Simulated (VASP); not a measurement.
Input of a VASP 6.6.1 run:

Contents of INCAR:

```
SYSTEM = ZnS
ALGO = Normal ; EDIFF = 1E-7
ENCUT = 520 ; GGA = PE
ISIF = 2 ; ISMEAR = -1
LASPH = .TRUE. ; LCHARG = .FALSE.
LREAL = .FALSE. ; LWAVE = .FALSE.
NBANDS = 26 ; NELM = 100
PREC = Accurate ; SIGMA = 0.02
```

File KPOINTS:

```
k-points
0
G
  12 12 6
  0 0 0
```

The input POSCAR:

```
ZnS
1.0
    3.8109987816      0.0000000000      0.0000000000
   -1.9054993908      3.3004217586      0.0000000000
    0.0000000000      0.0000000000      6.2340000000
Zn S
2 2
Direct
    0.3333333333      0.6666666667      0.0000000000
    0.6666666667      0.3333333333      0.5000000000
    0.2685141544      0.6342570772      0.3961813084
    0.6018474877      0.3009237439      0.8961813084
```

Potentials or basis: VASP PAW PBE potentials, release 64 (Zn, S).

Launch:

```bash
$ cat potpaw_PBE.64/Zn/POTCAR potpaw_PBE.64/S/POTCAR > POTCAR
$ mpirun -np 1 vasp_std > vasp.out
```

(1) Predict the largest force.

(2) Estimate the pressure.

(3) Predict the band gap on the k mesh.

## Answers

(1) 2.577 eV/Å.

(2) 5.0 GPa.

(3) 2.23 eV.

Caveat: the cell differs from its parent crystal (all S atoms moved +0.225 Å, as atom 3 towards its neighbour atom 2 (Zn) at 2.314 Å); the stress differs along the axes, from 1 to 8 GPa; forces of over 1 eV/Å act on the atoms, so gaps and moduli don't describe the material at rest.
